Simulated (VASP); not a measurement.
Set up this calculation in VASP 6.6.1, as the native input.

| Property | Result |
| --- | --- |
| Task | single point |
| Functional | PBE |
| Potentials or basis | VASP PAW PBE potentials, release 64 (Ti_sv, C) |
| Cutoff | 520 eV |
| k mesh | 18 × 18 × 18 |
| Occupations | gaussian, width 0.15 eV |
| Spin | no spin polarisation |
| Dipole correction | no |
| Further INCAR settings | ALGO = Normal; EDIFF = 1e-06; NBANDS = 15 |

The structure of TiC lies in POSCAR:

```
TiC
1.0
    0.0000000000      2.1640000000      2.2289200000
    2.1640000000      0.0000000000      2.2289200000
    2.1640000000      2.1640000000      0.0000000000
Ti C
1 1
Direct
    0.0000000000      0.0000000000      0.0000000000
    0.5000000000      0.5000000000      0.5000000000
```

This cell differs from its parent crystal: strain +0.000 along x and y, +0.030 along z.

One way to write it, as run:

INCAR

```
  ALGO = Normal
  EDIFF = 1E-6
  ENCUT = 520
  GGA = PE
  ISIF = 2
  ISMEAR = 0
  LASPH = T
  LCHARG = F
  LREAL = F
  LWAVE = F
  NBANDS = 15
  NELM = 80
  PREC = Accurate
  SIGMA = 0.15
```

KPOINTS

```
k-points
0
Gamma
  18 18 18
```

Potentials or basis: VASP PAW PBE potentials, release 64 (Ti_sv, C).

Command:

```bash
$ cat potpaw_PBE.64/Ti_sv/POTCAR potpaw_PBE.64/C/POTCAR > POTCAR
$ mpirun -np 1 vasp_std > vasp.out
```

Results of the run:

* Pressure: -5.7 GPa
* Band gap on the k mesh: zero (band 8 reaches 9.85 eV, above the bottom of band 9 at 8.60 eV)

Caveat: the cell differs from its parent crystal (strain +0.000 along x and y, +0.030 along z).

Wall time 74 s on 1 thread of Intel(R) Xeon(R) Platinum 8488C (Sapphire Rapids) (shared host), peak memory 0.26 GiB.
